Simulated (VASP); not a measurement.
# TiTe (P6_3/mmc) in VASP: single point with r2SCAN

Aim: the single point of TiTe with r2SCAN.

Program: VASP 6.6.1. These are calculated values, not measurements. Logs are shortened: lines on timing, memory, paths and dates and some standing lists are left out, and cuts for length are marked.

**1. The cell of the first run**

The structure is hexagonal, space group P6_3/mmc (No. 194). The conventional cell has a = 3.892 Å, b = 3.892 Å, c = 6.486 Å, α = 90.00°, β = 90.00°, γ = 120.00°. Ti (site symmetry -3m) has 6 Te at 2.77 Å and 2 Ti at 3.24 Å within 3.7 Å. Te (site symmetry -6m2) has 6 Ti at 2.77 Å within 3.7 Å.

**2. Single point, r2SCAN**

Input file POSCAR:

```
TiTe
1.0
    1.9459190000      3.3704290000      0.0000000000
   -1.9459190000      3.3704290000      0.0000000000
    0.0000000000      0.0000000000      6.4863960000
Ti Te
2 2
Direct
    0.0000000000      0.0000000000      0.0000000000
    0.0000000000      0.0000000000      0.5000000000
    0.3333300000      0.3333400000      0.2500000000
    0.6666600000      0.6666700000      0.7500000000
```

Input file INCAR.step1:

```
SYSTEM = TiTe
PREC     = Accurate       ! precision mode
ENCUT    = 550            ! plane-wave cutoff, eV
ISMEAR   = -1             ! smearing method
SIGMA    = 0.1            ! smearing width, eV
LREAL    = .False.        ! projectors in reciprocal space
LASPH    = .True.         ! aspherical terms in the spheres
NELM     = 120            ! most SCF steps
NBANDS   = 26             ! bands
GGA      = PE             ! functional
ALGO     = Normal         ! electronic algorithm
EDIFF    = 1E-5           ! SCF threshold, eV
LWAVE    = .True.         ! write WAVECAR
LCHARG   = .False.        ! write CHGCAR
GGA_COMPAT= .False.
```

Input file INCAR.step2:

```
SYSTEM = TiTe
PREC     = Accurate       ! precision mode
ENCUT    = 550            ! plane-wave cutoff, eV
EDIFF    = 1E-6           ! SCF threshold, eV
ISMEAR   = -1             ! smearing method
SIGMA    = 0.1            ! smearing width, eV
LREAL    = .False.        ! projectors in reciprocal space
LASPH    = .True.         ! aspherical terms in the spheres
NELM     = 120            ! most SCF steps
ALGO     = Normal         ! electronic algorithm
ISIF     = 2              ! what is computed and relaxed
LWAVE    = .False.        ! write WAVECAR
LCHARG   = .False.        ! write CHGCAR
METAGGA  = R2SCAN         ! meta-GGA
LMIXTAU  = .True.       
NBANDS   = 26             ! bands
ISTART   = 1            
GGA_COMPAT= .False.
```

Input file KPOINTS:

```
regular mesh
0
Gamma
  10 10 5
  0 0 0
```

Potentials or basis: VASP PAW PBE potentials, release 64 (Ti_sv, Te).

On the command line:

```sh
$ cat potpaw_PBE.64/Ti_sv/POTCAR potpaw_PBE.64/Te/POTCAR > POTCAR
$ cp INCAR.step1 INCAR
$ mpirun -np 1 vasp_std > vasp.out
$ cp INCAR.step2 INCAR
$ mpirun -np 1 vasp_std > vasp.out
```

OUTCAR:

```text
SYSTEM = TiTe
   PREC = Accurate
   ENCUT = 550
   EDIFF = 1E-6
   ISMEAR = -1
   LREAL = .False.
   LASPH = .True.
   NELM = 120
   ISIF = 2
   METAGGA = R2SCAN
   ISTART = 1

 ion  position               nearest neighbor table
   1  0.000  0.000  0.000-   4 2.77   3 2.77   4 2.77   3 2.77   4 2.77   3 2.77
   2  0.000  0.000  0.500-   4 2.77   3 2.77   4 2.77   3 2.77   4 2.77   3 2.77
   3  0.333  0.333  0.250-   1 2.77   2 2.77   1 2.77   2 2.77   1 2.77   2 2.77
   4  0.667  0.667  0.750-   1 2.77   2 2.77   1 2.77   2 2.77   1 2.77   2 2.77

  LATTYP: Found a hexagonal cell.
 ALAT       =     3.8918366357
 C/A-ratio  =     1.6666670796

  Lattice vectors:

 A1 = (   1.9459190000,  -3.3704290000,   0.0000000000)
 A2 = (   1.9459190000,   3.3704290000,   0.0000000000)
 A3 = (   0.0000000000,   0.0000000000,   6.4863960000)

Analysis of symmetry for initial positions (statically):
=====================================================================
 Subroutine PRICEL returns:
 Original cell was already a primitive cell.

 Routine SETGRP: Setting up the symmetry group for a
 hexagonal supercell.

 Subroutine GETGRP returns: Found  4 space group operations
 (whereof  2 operations were pure point group operations)
 out of a pool of 24 trial point group operations.

The static configuration has the point symmetry C_2 .
 The point group associated with its full space group is C_2v.

Analysis of symmetry for dynamics (positions and initial velocities):
=====================================================================
 Subroutine PRICEL returns:
 Original cell was already a primitive cell.

 Routine SETGRP: Setting up the symmetry group for a
 hexagonal supercell.

 Subroutine GETGRP returns: Found  4 space group operations
 (whereof  2 operations were pure point group operations)
 out of a pool of 24 trial point group operations.

The dynamic configuration has the point symmetry C_2 .
 The point group associated with its full space group is C_2v.

 Subroutine INISYM returns: Found  4 space group operations
 (whereof  2 operations are pure point group operations),
 and found     1 'primitive' translations

----------------------------------------------------------------------------------------

                                     Primitive cell

[... 90 lines left out ...]
   LSORBIT =      F    spin-orbit coupling
   LASPH  =      T    aspherical Exc in radial PAW
   ENCUT  =  550.0 eV  40.42 Ry    6.36 a.u.   7.44  7.44 12.40*2*pi/ulx,y,z
   NELM   =    120;   NELMIN=  2; NELMDL=  0     # of ELM steps
   EDIFF  = 0.1E-05   stopping-criterion for ELM
   LREAL  =      F    real-space projection
   EDIFFG = 0.1E-04   stopping-criterion for IOM
   NSW    =      0    number of steps for IOM
   IBRION =     -1    ionic relax: 0-MD 1-quasi-New 2-CG
   NFREE  =      0    steps in history (QN), initial steepest desc. (CG)
   ISIF   =      2    stress and relaxation
   ISYM   =      2    0-nonsym 1-usesym 2-fastsym
   POTIM  = 0.5000    time-step for ionic-motion
   TEBEG  =    0.0;   TEEND  =   0.0 temperature during run
   PSTRESS=    0.0 pullay stress
   NELECT =      36.0000    total number of electrons
   NUPDOWN=      -1.0000    fix difference up-down
   EMIN   =  10.00;   EMAX   =-10.00  energy-range for DOS
   EFERMI =   0.00;   METHOD = LEGACY
   ISMEAR =    -1;   SIGMA  =   0.10  broadening in eV -4-tet -1-fermi 0-gaus
   EFERMI_NEDOS =   21; number of points for ismear=-14 and -15
   IALGO  =     38    algorithm
   IMIX   =      4    mixing-type and parameters
     AMIX     =   0.40;   BMIX     =  1.00
     AMIX_MAG =   1.60;   BMIX_MAG =  1.00
  volume/ion in A,a.u.               =      21.27       143.54
  Fermi-wavevector in a.u.,A,eV,Ry     =   1.229026  2.322523 20.551679  1.510506
  Thomas-Fermi vector in A             =   2.363929
   LORBIT       =      0    0 simple, 1 ext, 2 COOP (PROOUT), +10 PAW based schemes
   METAGGA = R2SCAN    functional components
   LHFCALC =     F    Hartree Fock is set to
   AEXX    =    0.0000 exact exchange contribution
   IVDW    =     0    specifies the selected vdW correction
   LEPSILON=     F    determine dielectric tensor
   LRPA    =     F    only Hartree local field effects (RPA)
 non-spin polarized calculation
  energy-cutoff  :      550.00
  volume of cell :       85.08
 maximum number of plane-waves:      2539
 NGX is ok and might be reduce to    30
   NGX = 15   NGY = 15   NGZ = 25

 number of electron      35.9999999 magnetization

 Free energy of the ion-electron system (eV)
  ---------------------------------------------------
  ext. energy  EPLUGINS =         0.00000000
  ---------------------------------------------------
  free energy    TOTEN  =       -79.37223466 eV

  energy without entropy =      -79.21900184  energy(sigma->0) =      -79.29561825

 E-fermi :   9.8842     XC(G=0): -11.4556

 val. band max:        9.8814022316   @ k =   0.1000  -0.0000   0.0000
 cond. band min:       9.9030661223   @ k =  -0.4000   0.3000   0.2000
 fundamental gap:      0.0216638907
 Fermi energy:         9.8841849377

 k-point     1 :       0.0000    0.0000    0.0000
  band No.  band energies     occupation
      1     -49.9913      2.00000
      2     -49.9789      2.00000
      3     -25.2946      2.00000
      4     -25.2946      2.00000
      5     -25.2784      2.00000
      6     -25.2784      2.00000
[... 685 lines left out ...]
     25      12.6301      0.00000
     26      12.6307      0.00000

 [... further k-points ...]

------------------------ aborting loop because EDIFF is reached ----------------------------------------

  FORCE on cell =-STRESS in cart. coord.  units (eV):
  Direction    XX          YY          ZZ          XY          YZ          ZX
  --------------------------------------------------------------------------------------
  -------------------------------------------------------------------------------------
  Total        1.3594265      1.3591105      3.3195508      0.0000000      0.0000000      0.0000000
  in kB       25.5989959     25.5930452     62.5095693      0.0000000      0.0000000      0.0000000
  external PRESSURE =      37.9005368 kB  Pullay stress =       0.0000000 kB

 VOLUME and BASIS-vectors are now :
 -----------------------------------------------------------------------------
  energy-cutoff  :      550.00
  volume of cell :       85.08
      direct lattice vectors                 reciprocal lattice vectors
     1.945919000  3.370429000  0.000000000     0.256948002  0.148349068  0.000000000
    -1.945919000  3.370429000  0.000000000    -0.256948002  0.148349068  0.000000000
     0.000000000  0.000000000  6.486396000     0.000000000  0.000000000  0.154168817

 POSITION                                       TOTAL-FORCE (eV/Angst)
 -----------------------------------------------------------------------------------
      0.00000      0.00000      0.00000        -0.000127     -0.000000      0.000000
      0.00000      0.00000      3.24320        -0.000127     -0.000000      0.000000
     -0.00002      2.24696      1.62160         0.000127     -0.000097      0.000000
     -0.00002      4.49389      4.86480         0.000127      0.000097      0.000000
 -----------------------------------------------------------------------------------
    total drift:                               -0.000001      0.000000     -0.000000

  FREE ENERGIE OF THE ION-ELECTRON SYSTEM (eV)
  ---------------------------------------------------
  free  energy   TOTEN  =       -79.3722346629 eV

  energy  without entropy=      -79.2190018391  energy(sigma->0) =      -79.29561825
```

OUTCAR.step1:

```text
SYSTEM = TiTe
   PREC = Accurate
   ENCUT = 550
   ISMEAR = -1
   LREAL = .False.
   LASPH = .True.
   NELM = 120
[... 926 lines left out ...]
      0.00000      0.00000      3.24320        -0.000122     -0.000000      0.000000
     -0.00002      2.24696      1.62160         0.000122     -0.000093     -0.000000
     -0.00002      4.49389      4.86480         0.000122      0.000093      0.000000
 -----------------------------------------------------------------------------------
    total drift:                               -0.000000      0.000000     -0.000000

  FREE ENERGIE OF THE ION-ELECTRON SYSTEM (eV)
  ---------------------------------------------------
  free  energy   TOTEN  =       -24.2247270220 eV

  energy  without entropy=      -24.0658775829  energy(sigma->0) =      -24.14530230
```

Wall time 12 min (1 thread of Intel Xeon Platinum 8488C (Sapphire Rapids), shared host); peak memory 0.35 GiB.

Results:

- Free energy: -79.3722 eV
- Pressure: 3.8 GPa
- Band gap on the k mesh: zero (bands 18 and 19 overlap by 0.91 eV)

Stress tensor (GPa, compression positive):
```
2.56 0.00 0.00
0.00 2.56 0.00
0.00 0.00 6.25
```

Caveat: the cell stands under pressure; the PAW data sets were made with another functional, which shifts forces and pressure a little; spin-orbit coupling is left out, which moves the levels of the heavy elements.
